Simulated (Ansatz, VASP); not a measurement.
**Zr in VASP and in Ansatz**

The input INCAR:

```
SYSTEM = Zr
ALGO     = Normal         ! electronic algorithm
EDIFF    = 1E-8           ! SCF threshold, eV
ENCUT    = 520            ! plane-wave cutoff, eV
GGA      = PS             ! functional
ISIF     = 2              ! what is computed and relaxed
ISMEAR   = -1             ! smearing method
LASPH    = .True.         ! aspherical terms in the spheres
LCHARG   = .False.        ! write CHGCAR
LEFG     = .True.       
LREAL    = .False.        ! projectors in reciprocal space
LWAVE    = .False.        ! write WAVECAR
NBANDS   = 19             ! bands
NELM     = 80             ! most SCF steps
PREC     = Accurate       ! precision mode
SIGMA    = 0.08           ! smearing width, eV
```

The input KPOINTS:

```
k-points
0
Gamma
  13 13 7
  0 0 0
```

POSCAR

```
Zr
1.0
    3.2319982225      0.0484799733      0.0484799733
   -1.5740142227      2.7747525789      0.0177449018
    0.0772050000      0.0772050000      5.1470000000
Zr
2
Direct
    0.3333333333      0.6666666667      0.2500000000
    0.6666666667      0.3333333333      0.7500000000
```

Input for Ansatz:

```yaml
crystal:
  lattice:
    - [3.2319982225, 0.0484799733, 0.0484799733]
    - [-1.5740142227, 2.7747525789, 0.0177449018]
    - [0.077205, 0.077205, 5.147]
  atoms:
    - { symbol: Zr, position: [0.3333333333, 0.6666666667, 0.25] }
    - { symbol: Zr, position: [0.6666666667, 0.3333333333, 0.75] }
kpoints:
  mp_grid: { grid: [13, 13, 7] }
scf:
  occupations: { method: fermi_dirac, width: 0.08 }
hamiltonian:
  xc: pbesol
  pseudopotentials: { kind: all_electron, datasets: crystal }
output:
  forces: true
  stress: true
  eigenvalues: true
  efg: { contact_densities: true }
```

Change from the starting cell: equal xy, yz and zx shear strains of +3 %, crystal datasets.

Alike in both runs: task electric field gradients; functional PBEsol; k mesh 13 × 13 × 7; occupations fermi-dirac, width 0.08 eV; no spin polarisation.

```csv
,VASP,Ansatz
version,VASP 6.6.1,Ansatz 0.2.0
potentials or method,"VASP PAW PBE potentials, release 64 (Zr_sv), cutoff 520 eV","all-electron PAW with datasets made for the crystal, scalar-relativistic"
```

|  | VASP | Ansatz | Ansatz less VASP |
| --- | --- | --- | --- |
| pressure (GPa) | -3.2 | -3.2 | -0.03 |
| traceless stress, the component that is largest in VASP (GPa) | -1.21 | -1.21 | +0.003 |
| rms of the force components (eV/Å) | 0.028 | 0.028 | 0.0000 |
| size of Vzz on the site where it differs most (V/Å²) | 43.6 | 43.9 | +0.27 |

VASP's potentials were made for PBE, not for PBEsol. Atom by atom the forces differ by 0.000 eV/Å (rms over components). Ansatz ran all-electron here, and VASP with PAW potentials.
